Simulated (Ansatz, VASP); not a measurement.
# Mn: VASP beside Ansatz

The input INCAR:

```
PREC = Accurate ; ENCUT = 600
EDIFF = 1E-6 ; ISMEAR = -1
SIGMA = 0.05 ; LREAL = F
LASPH = T ; NELM = 150
ALGO = Normal ; ISIF = 3
LWAVE = F ; LCHARG = F
ISPIN = 2 ; MAGMOM = 3 3 3 3 3 3 3 3
LORBIT = 11 ; LMAXMIX = 4
GGA = RP ; IBRION = 2
NSW = 80 ; EDIFFG = -0.01
LUSENCCL = F
```

File KPOINTS:

```
Automatic mesh
0
Gamma
  6 6 6
```

The input POSCAR:

```
Mn
1.0
    4.5467736727      0.0000000000      0.0000000000
    0.0000000000      4.5467736727      0.0000000000
    0.0000000000      0.0000000000      4.5467736727
Mn
8
Direct
    0.0000000000      0.0000000000      0.0000000000
    0.5000000000      0.5000000000      0.5000000000
    0.2500000000      0.0000000000      0.5000000000
    0.7500000000      0.0000000000      0.5000000000
    0.5000000000      0.2500000000      0.0000000000
    0.5000000000      0.7500000000      0.0000000000
    0.0000000000      0.5000000000      0.2500000000
    0.0000000000      0.5000000000      0.7500000000
```

Input for Ansatz:

```yaml
crystal:
  lattice:
    - [4.5467736727, 0.0, 0.0]
    - [0.0, 4.5467736727, 0.0]
    - [0.0, 0.0, 4.5467736727]
  atoms:
    - { symbol: Mn, position: [0.0, 0.0, 0.0], spin: 3.0 }
    - { symbol: Mn, position: [0.5, 0.5, 0.5], spin: 3.0 }
    - { symbol: Mn, position: [0.25, 0.0, 0.5], spin: 3.0 }
    - { symbol: Mn, position: [0.75, 0.0, 0.5], spin: 3.0 }
    - { symbol: Mn, position: [0.5, 0.25, 0.0], spin: 3.0 }
    - { symbol: Mn, position: [0.5, 0.75, 0.0], spin: 3.0 }
    - { symbol: Mn, position: [0.0, 0.5, 0.25], spin: 3.0 }
    - { symbol: Mn, position: [0.0, 0.5, 0.75], spin: 3.0 }
hamiltonian:
  xc: rpbe
  pseudopotentials:
    kind: paw
    azcp:
      Mn: "pseudopotentials/Mn.paw.azcp"
basis:
  ecutwfc: 420
  fft_grid_basis: typed
kpoints:
  mp_grid: { grid: [6, 6, 6], shift: [0, 0, 0] }
magnetization:
  spin_polarized: true
scf:
  occupations: { method: fermi_dirac, width: 0.05 }
relax:
  max_steps: 60
  f_tol: 0.01
  cell: {}
```

Alike in both runs: task relaxation of cell and atoms; functional RPBE; k mesh 6 × 6 × 6; occupations fermi-dirac, width 0.05 eV; collinear spin.

```csv
,VASP,Ansatz
version,VASP 6.6.1,Ansatz 0.2.0
potentials or method,"VASP PAW PBE potentials, release 64 (Mn_pv), cutoff 600 eV","plane waves (420 eV) with PAW, scalar-relativistic"
valence electrons in the cell,104,120
```

```tsv
	VASP	Ansatz	Ansatz less VASP
net moment per atom (μB)	0.14	0.14	-0.003
size of the moment on the site where the two differ most (μB)	0.47	0.36	-0.116
relaxed volume (Å³/atom)	11.02	11.01	-0.013
relaxed cell length with the largest relative difference (Å)	4.451	4.449	-0.0018
```

VASP's potentials were made for PBE, not for RPBE. Site moments also hang on the region over which each program counts them. VASP's potentials hold 104 valence electrons a cell and Ansatz's 120, so a difference there can come from the potentials and not from the codes. Ansatz's warnings: seeded moment not kept.
